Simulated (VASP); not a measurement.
# Si3Ge (sol) (R3m) in VASP: single point with PBEsol

Aim: the single point of Si3Ge (sol) with PBEsol.

Program: VASP 6.6.1. These are calculated values, not measurements. Logs are shortened: lines on timing, memory, paths and dates and some standing lists are left out, and cuts for length are marked.

### 1 The cell of the first run

The structure is trigonal, space group R3m (No. 160). Conventional cell: a = 3.880 Å, b = 3.880 Å, c = 19.010 Å, α = 90.00°, β = 90.00°, γ = 120.00°. Within 3.1 Å of Ge (site symmetry 3m) lie 4 Si at 2.38 Å. Si (site symmetry 3m) has 4 Si at 2.38 Å within 3.1 Å. Si (site symmetry 3m) has 3 Si at 2.38 Å and 1 Ge at 2.38 Å within 3.1 Å. Si (site symmetry 3m) has 3 Ge at 2.38 Å and 1 Si at 2.38 Å within 3.1 Å.

### 2 Single point, PBEsol

INCAR reads:

```
PREC = Accurate ; ENCUT = 500
EDIFF = 1E-6 ; ISMEAR = 0
SIGMA = 0.1 ; LREAL = F
LASPH = T ; NELM = 120
ALGO = Normal ; ISIF = 2
LWAVE = F ; LCHARG = T
GGA = PS ; LELF = T
LVHAR = T ; NBANDS = 21
GGA_COMPAT = F
```

KPOINTS reads:

```
Automatic mesh
0
Gamma
  6 6 6
```

POSCAR reads:

```
Si3Ge
1.0
    0.0000000000     -2.7438750000     -2.7438750000
   -2.7438750000      0.0000000000     -2.7438750000
    2.7438750000      2.7438750000     -5.4877500000
Ge Si
1 3
Direct
    0.5000000000      0.5000000000      0.5000000000
    0.0000000000      0.0000000000      0.0000000000
    0.6250000000      0.6250000000      0.1250000000
    0.1250000000      0.1250000000      0.6250000000
```

Potentials or basis: VASP PAW PBE potentials, release 64 (Ge_d, Si).

Run with:

```
cat potpaw_PBE.64/Ge_d/POTCAR potpaw_PBE.64/Si/POTCAR > POTCAR
mpirun -np 1 vasp_std > vasp.out
```

OUTCAR:

```text
PREC = Accurate
   ENCUT = 500
   EDIFF = 1E-6
   ISMEAR = 0
   LREAL = F
   LASPH = T
   NELM = 120
   ISIF = 2
   GGA = PS

 ion  position               nearest neighbor table
   1  0.500  0.500  0.500-   4 2.38   4 2.38   3 2.38   4 2.38
   2  0.000  0.000  0.000-   3 2.38   3 2.38   3 2.38   4 2.38
   3  0.625  0.625  0.125-   2 2.38   2 2.38   1 2.38   2 2.38
   4  0.125  0.125  0.625-   1 2.38   1 2.38   1 2.38   2 2.38

  LATTYP: Found a trigonal (rhomboedric) cell.
 ALAT       =     6.7210936680
 COS(alpha) =     0.8333333333

  Lattice vectors:

 A1 = (   2.7438750000,   5.4877500000,  -2.7438750000)
 A2 = (   5.4877500000,   2.7438750000,  -2.7438750000)
 A3 = (   2.7438750000,   2.7438750000,  -5.4877500000)

Analysis of symmetry for initial positions (statically):
=====================================================================
 Subroutine PRICEL returns:
 Original cell was already a primitive cell.

 Routine SETGRP: Setting up the symmetry group for a
 trigonal (rhombohedral) supercell.

 Subroutine GETGRP returns: Found  6 space group operations
 (whereof  6 operations were pure point group operations)
 out of a pool of 12 trial point group operations.

The static configuration has the point symmetry C_3v.

Analysis of symmetry for dynamics (positions and initial velocities):
=====================================================================
 Subroutine PRICEL returns:
 Original cell was already a primitive cell.

 Routine SETGRP: Setting up the symmetry group for a
 trigonal (rhombohedral) supercell.

 Subroutine GETGRP returns: Found  6 space group operations
 (whereof  6 operations were pure point group operations)
 out of a pool of 12 trial point group operations.

The dynamic configuration has the point symmetry C_3v.

 Subroutine INISYM returns: Found  6 space group operations
 (whereof  6 operations are pure point group operations),
 and found     1 'primitive' translations

----------------------------------------------------------------------------------------

                                     Primitive cell

  volume of cell :      82.6329

  direct lattice vectors                    reciprocal lattice vectors
     0.000000000 -2.743875000 -2.743875000     0.091112022 -0.273336067 -0.091112022
    -2.743875000  0.000000000 -2.743875000    -0.273336067  0.091112022 -0.091112022
     2.743875000  2.743875000 -5.487750000     0.091112022  0.091112022 -0.091112022

  length of vectors
     3.880425238  3.880425238  6.721093668     0.302184392  0.302184392  0.157810652

  position of ions in fractional coordinates (direct lattice)
     0.500000000  0.500000000  0.500000000
     0.000000000  0.000000000  0.000000000
     0.625000000  0.625000000  0.125000000
     0.125000000  0.125000000  0.625000000

  ion indices of the primitive-cell ions
   primitive index   ion index
                 1           1
                 2           2
                 3           3
                 4           4

----------------------------------------------------------------------------------------

 KPOINTS: Automatic mesh

Automatic generation of k-mesh.
 Grid dimensions read from file:
 generate k-points for:    6    6    6

 Generating k-lattice:

  Cartesian coordinates                     Fractional coordinates (reciprocal lattice)
     0.015185337 -0.045556011 -0.015185337     0.166666667  0.000000000 -0.000000000
    -0.045556011  0.015185337 -0.015185337     0.000000000  0.166666667 -0.000000000
     0.015185337  0.015185337 -0.015185337     0.000000000  0.000000000  0.166666667

  Length of vectors
     0.050364065  0.050364065  0.026301775

  Shift w.r.t. Gamma in fractional coordinates (k-lattice)
     0.000000000  0.000000000  0.000000000

 Subroutine IBZKPT returns following result:
 ===========================================

 Found     32 irreducible k-points:

 Following reciprocal coordinates:
            Coordinates               Weight
  0.000000  0.000000  0.000000      1.000000
  0.166667  0.000000 -0.000000      6.000000
  0.333333  0.000000  0.000000      6.000000
  0.500000  0.000000  0.000000      3.000000
  0.166667  0.166667 -0.000000      6.000000
  0.333333  0.166667  0.000000     12.000000
[... 16 lines left out ...]
 -0.166667  0.500000  0.166667     12.000000
 -0.333333 -0.333333  0.166667      6.000000
 [... further k-points ...]
   k-points           NKPTS =     32   k-points in BZ     NKDIM =     32   number of bands    NBANDS=     21
   number of dos      NEDOS =    301   number of ions     NIONS =      4
   total plane-waves  NPLWV =  39200
   dimension x,y,z NGX =    28 NGY =   28 NGZ =   50
   dimension x,y,z NGXF=    56 NGYF=   56 NGZF=  100
   ions per type =               1   3
   NGX,Y,Z   is equivalent  to a cutoff of  12.00, 12.00, 12.37 a.u.
   NGXF,Y,Z  is equivalent  to a cutoff of  23.99, 23.99, 24.73 a.u.
 SYSTEM =  unknown system
   PREC   = accura    normal or accurate (medium, high low for compatibility)
   ISTART =      0    job   : 0-new  1-cont  2-samecut
   ICHARG =      2    charge: 1-file 2-atom 10-const
   ISPIN  =      1    spin polarized calculation?
   LNONCOLLINEAR =      F non collinear calculations
   LSORBIT =      F    spin-orbit coupling
   LASPH  =      T    aspherical Exc in radial PAW
   ENCUT  =  500.0 eV  36.75 Ry    6.06 a.u.   7.07  7.07 12.25*2*pi/ulx,y,z
   NELM   =    120;   NELMIN=  2; NELMDL= -5     # of ELM steps
   EDIFF  = 0.1E-05   stopping-criterion for ELM
   LREAL  =      F    real-space projection
   EDIFFG = 0.1E-04   stopping-criterion for IOM
   NSW    =      0    number of steps for IOM
   IBRION =     -1    ionic relax: 0-MD 1-quasi-New 2-CG
   NFREE  =      0    steps in history (QN), initial steepest desc. (CG)
   ISIF   =      2    stress and relaxation
   ISYM   =      2    0-nonsym 1-usesym 2-fastsym
   POTIM  = 0.5000    time-step for ionic-motion
   TEBEG  =    0.0;   TEEND  =   0.0 temperature during run
   PSTRESS=    0.0 pullay stress
   NELECT =      26.0000    total number of electrons
   NUPDOWN=      -1.0000    fix difference up-down
   EMIN   =  10.00;   EMAX   =-10.00  energy-range for DOS
   EFERMI =   0.00;   METHOD = LEGACY
   ISMEAR =     0;   SIGMA  =   0.10  broadening in eV -4-tet -1-fermi 0-gaus
   EFERMI_NEDOS =   21; number of points for ismear=-14 and -15
   IALGO  =     38    algorithm
   IMIX   =      4    mixing-type and parameters
     AMIX     =   0.40;   BMIX     =  1.00
     AMIX_MAG =   1.60;   BMIX_MAG =  1.00
  volume/ion in A,a.u.               =      20.66       139.41
  Fermi-wavevector in a.u.,A,eV,Ry     =   1.113478  2.104168 16.868954  1.239833
  Thomas-Fermi vector in A             =   2.250063
   LORBIT       =      0    0 simple, 1 ext, 2 COOP (PROOUT), +10 PAW based schemes
   GGA     = PS    functional components
   LHFCALC =     F    Hartree Fock is set to
   AEXX    =    0.0000 exact exchange contribution
   IVDW    =     0    specifies the selected vdW correction
   LEPSILON=     F    determine dielectric tensor
   LRPA    =     F    only Hartree local field effects (RPA)
 non-spin polarized calculation
 Gauss-broadening in eV      SIGMA  =   0.10
  energy-cutoff  :      500.00
  volume of cell :       82.63
 maximum number of plane-waves:      2123
   NGX = 15   NGY = 15   NGZ = 25

 number of electron      25.9999984 magnetization

 Free energy of the ion-electron system (eV)
  ---------------------------------------------------
  ext. energy  EPLUGINS =         0.00000000
  ---------------------------------------------------
  free energy    TOTEN  =       -22.10184595 eV

  energy without entropy =      -22.10184367  energy(sigma->0) =      -22.10184481

 E-fermi :   5.8077     XC(G=0):  -9.7165

 val. band max:        5.5552115820   @ k =   0.0000   0.0000   0.0000
 cond. band min:       6.0634153980   @ k =   0.5000   0.5000  -0.0000
 fundamental gap:      0.5082038160
 Fermi energy:         5.8076614881

 k-point     1 :       0.0000    0.0000    0.0000
  band No.  band energies     occupation
      1     -18.6673      2.00000
      2     -18.6605      2.00000
      3     -18.6605      2.00000
      4     -18.6327      2.00000
      5     -18.6327      2.00000
      6      -6.7094      2.00000
[... 13 lines left out ...]
     20       8.9473      0.00000
     21      12.8360      0.00000

 k-point     2 :       0.1667    0.0000   -0.0000
  band No.  band energies     occupation
      1     -18.6662      2.00000
      2     -18.6608      2.00000
      3     -18.6587      2.00000
      4     -18.6334      2.00000
      5     -18.6321      2.00000
      6      -6.3832      2.00000
[... 13 lines left out ...]
     20      10.0419      0.00000
     21      12.2529      0.00000

 k-point     3 :       0.3333    0.0000    0.0000
  band No.  band energies     occupation
      1     -18.6661      2.00000
      2     -18.6597      2.00000
      3     -18.6556      2.00000
      4     -18.6347      2.00000
      5     -18.6304      2.00000
      6      -5.4406      2.00000
[... 13 lines left out ...]
     20      11.9790      0.00000
     21      12.3370      0.00000

 k-point     4 :       0.5000    0.0000    0.0000
  band No.  band energies     occupation
      1     -18.6668      2.00000
      2     -18.6585      2.00000
      3     -18.6543      2.00000
      4     -18.6352      2.00000
      5     -18.6293      2.00000
      6      -4.3022      2.00000
[... 13 lines left out ...]
     20      11.2497      0.00000
     21      11.7514      0.00000

 k-point     5 :       0.1667    0.1667   -0.0000
  band No.  band energies     occupation
      1     -18.6662      2.00000
      2     -18.6608      2.00000
      3     -18.6587      2.00000
      4     -18.6334      2.00000
      5     -18.6321      2.00000
      6      -6.3569      2.00000
[... 13 lines left out ...]
     20      10.4954      0.00000
     21      11.8580      0.00000
[... 382 lines left out ...]
     20      14.4093      0.00000
     21      14.5363      0.00000

 k-point    22 :      -0.3333    0.5000    0.1667
  band No.  band energies     occupation
      1     -18.6645      2.00000
      2     -18.6595      2.00000
      3     -18.6552      2.00000
      4     -18.6344      2.00000
      5     -18.6304      2.00000
      6      -4.3720      2.00000
[... 13 lines left out ...]
     20      12.8761      0.00000
     21      13.0429      0.00000

 k-point    23 :      -0.1667    0.5000    0.1667
  band No.  band energies     occupation
      1     -18.6645      2.00000
      2     -18.6595      2.00000
      3     -18.6552      2.00000
      4     -18.6344      2.00000
      5     -18.6304      2.00000
      6      -4.3233      2.00000
[... 13 lines left out ...]
     20      11.7386      0.00000
     21      13.1324      0.00000

 k-point    24 :      -0.3333   -0.3333    0.1667
  band No.  band energies     occupation
      1     -18.6661      2.00000
      2     -18.6597      2.00000
      3     -18.6556      2.00000
      4     -18.6347      2.00000
      5     -18.6304      2.00000
      6      -5.1358      2.00000
[... 13 lines left out ...]
     20      12.9060      0.00000
     21      13.1306      0.00000

 [... further k-points ...]
[... 5 lines left out ...]
  --------------------------------------------------------------------------------------
  -------------------------------------------------------------------------------------
  Total       -0.0217947     -0.0217947     -0.0217947     -0.0464549      0.0464549      0.0464549
  in kB       -0.4225790     -0.4225790     -0.4225790     -0.9007183      0.9007183      0.9007183
  external PRESSURE =      -0.4225790 kB  Pullay stress =       0.0000000 kB

 VOLUME and BASIS-vectors are now :
 -----------------------------------------------------------------------------
  energy-cutoff  :      500.00
  volume of cell :       82.63
      direct lattice vectors                 reciprocal lattice vectors
     0.000000000 -2.743875000 -2.743875000     0.091112022 -0.273336067 -0.091112022
    -2.743875000  0.000000000 -2.743875000    -0.273336067  0.091112022 -0.091112022
     2.743875000  2.743875000 -5.487750000     0.091112022  0.091112022 -0.091112022

 POSITION                                       TOTAL-FORCE (eV/Angst)
 -----------------------------------------------------------------------------------
      0.00000      0.00000     -5.48775         0.026785      0.026785     -0.026785
      0.00000      0.00000      0.00000        -0.016169     -0.016169      0.016169
     -1.37194     -1.37194     -4.11581        -0.233841     -0.233841      0.233841
      1.37194      1.37194     -4.11581         0.223225      0.223225     -0.223225
 -----------------------------------------------------------------------------------
    total drift:                                0.000117      0.000117     -0.000126

  FREE ENERGIE OF THE ION-ELECTRON SYSTEM (eV)
  ---------------------------------------------------
  free  energy   TOTEN  =       -22.1018459484 eV

  energy  without entropy=      -22.1018436747  energy(sigma->0) =      -22.10184481
```

Run time: 76 s. Hardware: 1 thread of Intel Xeon 8259CL, shared host; peak memory 0.21 GiB.

Results:

- Free energy: -22.1018 eV
- Pressure: 0.0 GPa
- Largest force: 0.405 eV/Å
- Band gap on the k mesh: 0.51 eV, indirect (least direct gap 1.08 eV)

Forces on the atoms (eV/Å):
```
Ge   0.027  0.027 -0.027
Si  -0.016 -0.016  0.016
Si  -0.234 -0.234  0.234
Si   0.223  0.223 -0.223
```

Caveat: the PAW data sets were made with another functional, which shifts forces and pressure a little.
